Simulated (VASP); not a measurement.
# Ti (I4/mmm) in VASP: relaxation of cell and atoms with r2SCAN

Aim: the relaxation of cell and atoms of Ti with r2SCAN.

Everything below comes from runs of VASP 6.6.1. Logs are shortened: lines on timing, memory, paths and dates and some standing lists are left out, and cuts for length are marked.

### 1 The cell of the first run

Symmetry: I4/mmm, No. 139, tetragonal system. The conventional cell has a = 2.915 Å, b = 2.915 Å, c = 4.100 Å, α = 90.00°, β = 90.00°, γ = 90.00°. Ti (site symmetry 4/mmm) has 12 Ti at 2.91 Å within 3.8 Å.

This isn't the form of Ti at room conditions, which is hcp.

### 2 Relaxation of cell and atoms, r2SCAN (atoms taken out)

Input file POSCAR:

```
Ti
1.0
    2.9146041836      0.0000000000      0.0000000000
    0.0000000000      2.9146041836      0.0000000000
    0.0000000000      0.0000000000      4.1002738423
Ti
2
Direct
    0.5000000000      0.0000000000      0.5000000000
    0.0000000000      0.5000000000      0.0000000000
```

Input file INCAR.step1:

```
  PREC = Accurate
  ENCUT = 550
  ISMEAR = 0
  SIGMA = 0.1
  LREAL = False
  LASPH = True
  NELM = 120
  GGA = PE
  ALGO = Normal
  EDIFF = 1E-5
  LWAVE = True
  LCHARG = False
  GGA_COMPAT = False
  IBRION = 2
  ISIF = 3
  EDIFFG = -0.005
  NELMIN = 4
  NSW = 100
```

Input file INCAR.step2:

```
  PREC = Accurate
  ENCUT = 550
  EDIFF = 1E-7
  ISMEAR = 0
  SIGMA = 0.1
  LREAL = False
  LASPH = True
  NELM = 120
  ALGO = Normal
  ISIF = 3
  LWAVE = False
  LCHARG = False
  METAGGA = R2SCAN
  LMIXTAU = True
  IBRION = 2
  NSW = 90
  EDIFFG = -0.025
  ISTART = 1
  GGA_COMPAT = False
  NELMIN = 4
```

Input file KPOINTS:

```
regular mesh
0
Gamma
  12 12 8
```

Potentials or basis: VASP PAW PBE potentials, release 64 (Ti_sv).

Run with:

```console
> cat potpaw_PBE.64/Ti_sv/POTCAR > POTCAR
> cp INCAR.step1 INCAR
> mpirun -np 1 vasp_std > vasp.out
> cp INCAR.step2 INCAR
> mpirun -np 1 vasp_std > vasp.out
```

OUTCAR:

```text
PREC = Accurate
   ENCUT = 550
   EDIFF = 1E-7
   ISMEAR = 0
   LREAL = False
   LASPH = True
   NELM = 120
   ISIF = 3
   METAGGA = R2SCAN
   IBRION = 2
   NSW = 90
   EDIFFG = -0.025
   ISTART = 1
   NELMIN = 4

 ion  position               nearest neighbor table
   1  0.500  0.000  0.500-   2 2.91   2 2.91   2 2.91   2 2.91   2 2.91   2 2.91   2 2.91   2 2.91

   2  0.000  0.500  0.000-   1 2.91   1 2.91   1 2.91   1 2.91   1 2.91   1 2.91   1 2.91   1 2.91

  LATTYP: Found a simple tetragonal cell.
 ALAT       =     2.9146041836
 C/A-ratio  =     1.4068029770

  Lattice vectors:

 A1 = (   2.9146041836,   0.0000000000,   0.0000000000)
 A2 = (   0.0000000000,   2.9146041836,   0.0000000000)
 A3 = (   0.0000000000,   0.0000000000,   4.1002738423)

Analysis of symmetry for initial positions (statically):
=====================================================================
 Subroutine PRICEL returns following result:

  LATTYP: Found a body centered tetragonal cell.
 ALAT       =     2.9146041836
 C/A-ratio  =     1.4068029770

  Lattice vectors:

 A1 = (  -1.4573020918,  -1.4573020918,  -2.0501369212)
 A2 = (   1.4573020918,   1.4573020918,  -2.0501369211)
 A3 = (   1.4573020918,  -1.4573020918,   2.0501369211)

   2 primitive cells build up your supercell.

 Routine SETGRP: Setting up the symmetry group for a
 simple tetragonal supercell.

 Subroutine GETGRP returns: Found 16 space group operations
 (whereof  8 operations were pure point group operations)
 out of a pool of 16 trial point group operations.

The static configuration has the point symmetry D_2h.
 The point group associated with its full space group is D_4h.

Analysis of symmetry for dynamics (positions and initial velocities):
=====================================================================
 Subroutine PRICEL returns following result:

  LATTYP: Found a body centered tetragonal cell.
 ALAT       =     2.9146041836
 C/A-ratio  =     1.4068029770

  Lattice vectors:

 A1 = (  -1.4573020918,  -1.4573020918,  -2.0501369212)
 A2 = (   1.4573020918,   1.4573020918,  -2.0501369211)
 A3 = (   1.4573020918,  -1.4573020918,   2.0501369211)

   2 primitive cells build up your supercell.

 Routine SETGRP: Setting up the symmetry group for a
 simple tetragonal supercell.

 Subroutine GETGRP returns: Found 16 space group operations
 (whereof  8 operations were pure point group operations)
 out of a pool of 16 trial point group operations.

The dynamic configuration has the point symmetry D_2h.
 The point group associated with its full space group is D_4h.

 Subroutine INISYM returns: Found 16 space group operations
 (whereof  8 operations are pure point group operations),
 and found     2 'primitive' translations

----------------------------------------------------------------------------------------

                                     Primitive cell

  volume of cell :      17.4157

  direct lattice vectors                    reciprocal lattice vectors
    -1.457302092 -1.457302092 -2.050136921     0.000000000 -0.343099761 -0.243886150
     1.457302092  1.457302092 -2.050136921     0.343099761  0.000000000 -0.243886150
     1.457302092 -1.457302092  2.050136921     0.343099761 -0.343099761  0.000000000

  length of vectors
     2.906977841  2.906977841  2.906977841     0.420948810  0.420948810  0.485216336

[... 74 lines left out ...]
   LSORBIT =      F    spin-orbit coupling
   LASPH  =      T    aspherical Exc in radial PAW
   ENCUT  =  550.0 eV  40.42 Ry    6.36 a.u.   5.57  5.57  7.84*2*pi/ulx,y,z
   NELM   =    120;   NELMIN=  4; NELMDL=  0     # of ELM steps
   EDIFF  = 0.1E-06   stopping-criterion for ELM
   LREAL  =      F    real-space projection
   EDIFFG = -.3E-01   stopping-criterion for IOM
   NSW    =     90    number of steps for IOM
   IBRION =      2    ionic relax: 0-MD 1-quasi-New 2-CG
   NFREE  =      1    steps in history (QN), initial steepest desc. (CG)
   ISIF   =      3    stress and relaxation
   ISYM   =      2    0-nonsym 1-usesym 2-fastsym
   POTIM  = 0.5000    time-step for ionic-motion
   TEBEG  =    0.0;   TEEND  =   0.0 temperature during run
   PSTRESS=    0.0 pullay stress
   NELECT =      24.0000    total number of electrons
   NUPDOWN=      -1.0000    fix difference up-down
   EMIN   =  10.00;   EMAX   =-10.00  energy-range for DOS
   EFERMI =   0.00;   METHOD = LEGACY
   ISMEAR =     0;   SIGMA  =   0.10  broadening in eV -4-tet -1-fermi 0-gaus
   EFERMI_NEDOS =   21; number of points for ismear=-14 and -15
   IALGO  =     38    algorithm
   IMIX   =      4    mixing-type and parameters
     AMIX     =   0.40;   BMIX     =  1.00
     AMIX_MAG =   1.60;   BMIX_MAG =  1.00
  volume/ion in A,a.u.               =      17.42       117.53
  Fermi-wavevector in a.u.,A,eV,Ry     =   1.445954  2.732457 28.446841  2.090784
  Thomas-Fermi vector in A             =   2.564078
   LORBIT       =      0    0 simple, 1 ext, 2 COOP (PROOUT), +10 PAW based schemes
   METAGGA = R2SCAN    functional components
   LHFCALC =     F    Hartree Fock is set to
   AEXX    =    0.0000 exact exchange contribution
   IVDW    =     0    specifies the selected vdW correction
   LEPSILON=     F    determine dielectric tensor
   LRPA    =     F    only Hartree local field effects (RPA)
 conjugate gradient relaxation of ions
 non-spin polarized calculation
 Gauss-broadening in eV      SIGMA  =   0.10
  energy-cutoff  :      550.00
  volume of cell :       34.83
 maximum number of plane-waves:      1039
 NGX is ok and might be reduce to    24
   NGX = 11   NGY = 11   NGZ = 15

--------------------------------------- Ionic step        1  -------------------------------------------

 number of electron      24.0000010 magnetization

 Free energy of the ion-electron system (eV)
  ---------------------------------------------------
  ext. energy  EPLUGINS =         0.00000000
  ---------------------------------------------------
  free energy    TOTEN  =       -25.76461026 eV

  energy without entropy =      -25.74658241  energy(sigma->0) =      -25.75559634

------------------------ aborting loop because EDIFF is reached ----------------------------------------

  FORCE on cell =-STRESS in cart. coord.  units (eV):
  Direction    XX          YY          ZZ          XY          YZ          ZX
  --------------------------------------------------------------------------------------
  -------------------------------------------------------------------------------------
  Total        0.0079130      0.0079130      0.0551913     -0.0000000      0.0000000      0.0000000
  in kB        0.3639797      0.3639797      2.5386859     -0.0000000      0.0000000      0.0000000
  external PRESSURE =       1.0888817 kB  Pullay stress =       0.0000000 kB

 VOLUME and BASIS-vectors are now :
 -----------------------------------------------------------------------------
  energy-cutoff  :      550.00
  volume of cell :       34.83
      direct lattice vectors                 reciprocal lattice vectors
     2.914604184  0.000000000  0.000000000     0.343099761  0.000000000  0.000000000
     0.000000000  2.914604184  0.000000000     0.000000000  0.343099761  0.000000000
     0.000000000  0.000000000  4.100273842     0.000000000  0.000000000  0.243886150

 POSITION                                       TOTAL-FORCE (eV/Angst)
 -----------------------------------------------------------------------------------
      1.45730      0.00000      2.05014        -0.000000     -0.000000     -0.000000
      0.00000      1.45730      0.00000         0.000000      0.000000      0.000000
 -----------------------------------------------------------------------------------
    total drift:                                0.000000      0.000000     -0.000000

  FREE ENERGIE OF THE ION-ELECTRON SYSTEM (eV)
  ---------------------------------------------------
  free  energy   TOTEN  =       -25.7646102602 eV

  energy  without entropy=      -25.7465824149  energy(sigma->0) =      -25.75559634

--------------------------------------- Ionic step        2  -------------------------------------------

 number of electron      24.0000011 magnetization

 Free energy of the ion-electron system (eV)
  ---------------------------------------------------
  ext. energy  EPLUGINS =         0.00000000
  ---------------------------------------------------
  free energy    TOTEN  =       -25.76465454 eV

  energy without entropy =      -25.74656393  energy(sigma->0) =      -25.75560924

 E-fermi :   8.1855     XC(G=0): -12.3901

 val. band max:        8.1816262188   @ k =   0.0000   0.0000   0.3750
 cond. band min:       8.1984851770   @ k =   0.2500   0.0833   0.2500
 fundamental gap:      0.0168589582
 Fermi energy:         8.1854695179

 k-point     1 :       0.0000    0.0000    0.0000
  band No.  band energies     occupation
      1     -50.8728      2.00000
      2     -50.7043      2.00000
      3     -26.3239      2.00000
      4     -25.9217      2.00000
      5     -25.9217      2.00000
      6     -25.6831      2.00000
[... 433 lines left out ...]
      3     -26.2582      2.00000
      4     -26.2320      2.00000
      5     -25.9788      2.00000
      6     -25.9144      2.00000
[... 8 lines left out ...]
     15      11.3830      0.00000
     16      11.5465      0.00000

 [... further k-points ...]

------------------------ aborting loop because EDIFF is reached ----------------------------------------

  FORCE on cell =-STRESS in cart. coord.  units (eV):
  Direction    XX          YY          ZZ          XY          YZ          ZX
  --------------------------------------------------------------------------------------
  -------------------------------------------------------------------------------------
  Total       -0.0266110     -0.0266110      0.0159519      0.0000000      0.0000000      0.0000000
  in kB       -1.2219562     -1.2219562      0.7324976      0.0000000      0.0000000      0.0000000
  external PRESSURE =      -0.5704716 kB  Pullay stress =       0.0000000 kB

 VOLUME and BASIS-vectors are now :
 -----------------------------------------------------------------------------
  energy-cutoff  :      550.00
  volume of cell :       34.89
      direct lattice vectors                 reciprocal lattice vectors
     2.915160497  0.000000000  0.000000000     0.343034286  0.000000000  0.000000000
    -0.000000000  2.915160497  0.000000000    -0.000000000  0.343034286  0.000000000
     0.000000000  0.000000000  4.105732483     0.000000000  0.000000000  0.243561899

 POSITION                                       TOTAL-FORCE (eV/Angst)
 -----------------------------------------------------------------------------------
      1.45758      2.91516      2.05287        -0.000000     -0.000000     -0.000000
     -0.00000      1.45758      0.00000         0.000000      0.000000      0.000000
 -----------------------------------------------------------------------------------
    total drift:                                0.000000      0.000000     -0.000000

  FREE ENERGIE OF THE ION-ELECTRON SYSTEM (eV)
  ---------------------------------------------------
  free  energy   TOTEN  =       -25.7646545447 eV

  energy  without entropy=      -25.7465639337  energy(sigma->0) =      -25.75560924

 reached required accuracy - stopping structural energy minimisation
```

It took 13 min on 1 thread of Oxide Virtual Turin-like, shared host; peak memory 0.17 GiB.

What came out:

```yaml
Free_energy: -25.7647 eV
Relaxed_volume: 17.45 Å³/atom
Relaxed_cell: a = 2.915 Å, b = 2.915 Å, c = 4.106 Å, α = 90.00°, β = 90.00°, γ = 90.00°
Space_group_after_relaxing_to_0.1_Å: Fm-3m (No. 225)
Energy_gained_by_relaxing: 0.0 meV/atom
Ionic_steps: 2
Pressure_after_relaxing: -0.1 GPa
Band_gap_on_the_k_mesh: zero (bands 12 and 13 overlap by 1.41 eV)
```

Final structure:
```
CELL_PARAMETERS angstrom
2.91516 0.00000 0.00000
0.00000 2.91516 0.00000
0.00000 0.00000 4.10573
ATOMIC_POSITIONS crystal
Ti 0.50000 0.00000 0.50000
Ti 0.00000 0.50000 0.00000
```

Caveat: the cell differs from its parent crystal (atoms taken out); the PAW data sets were made with another functional, which shifts forces and pressure a little.
